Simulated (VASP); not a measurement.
Set up this calculation in VASP 6.6.1, as the native input.

| Property | Result |
| --- | --- |
| Task | single point |
| Functional | PBE |
| Potentials or basis | VASP PAW PBE potentials, release 64 (Ga_d, N) |
| Cutoff | 600 eV |
| k mesh | 10 × 10 × 10 |
| Occupations | gaussian, width 0.02 eV |
| Spin | no spin polarisation |
| Dipole correction | no |
| Further INCAR settings | ALGO = Normal; EDIFF = 1e-06; NBANDS = 16 |

The structure of GaN lies in POSCAR:

```
GaN
1.0
    0.0000000000      2.3188427350      2.3188427350
    2.3188427350      0.0000000000      2.3188427350
    2.3188427350      2.3188427350      0.0000000000
Ga N
1 1
Direct
    0.0000000000      0.0000000000      0.0000000000
    0.7500000000      0.7500000000      0.7500000000
```

This cell differs from its parent crystal: volume scaled by 1.06.

These files were run (other wordings do the same):

INCAR

```
  PREC = Accurate
  ENCUT = 600
  EDIFF = 1E-6
  ISMEAR = 0
  SIGMA = 0.02
  LREAL = F
  LASPH = T
  NELM = 120
  ALGO = Normal
  ISIF = 2
  LWAVE = F
  LCHARG = F
  GGA = PE
  NBANDS = 16
  GGA_COMPAT = F
```

KPOINTS

```
Automatic mesh
0
Gamma
  10 10 10
```

Potentials or basis: VASP PAW PBE potentials, release 64 (Ga_d, N).

The run is started by

```bash
$ cat potpaw_PBE.64/Ga_d/POTCAR potpaw_PBE.64/N/POTCAR > POTCAR
$ mpirun -np 1 vasp_std > vasp.out
```

It gave:

The pressure is -8.8 GPa and the band gap on the k mesh is 1.17 eV, direct.

Run time: 22 s on 1 thread of Intel(R) Xeon(R) Platinum 8375C CPU @ 2.90GHz (Ice Lake) (shared host), peak memory 0.17 GiB.
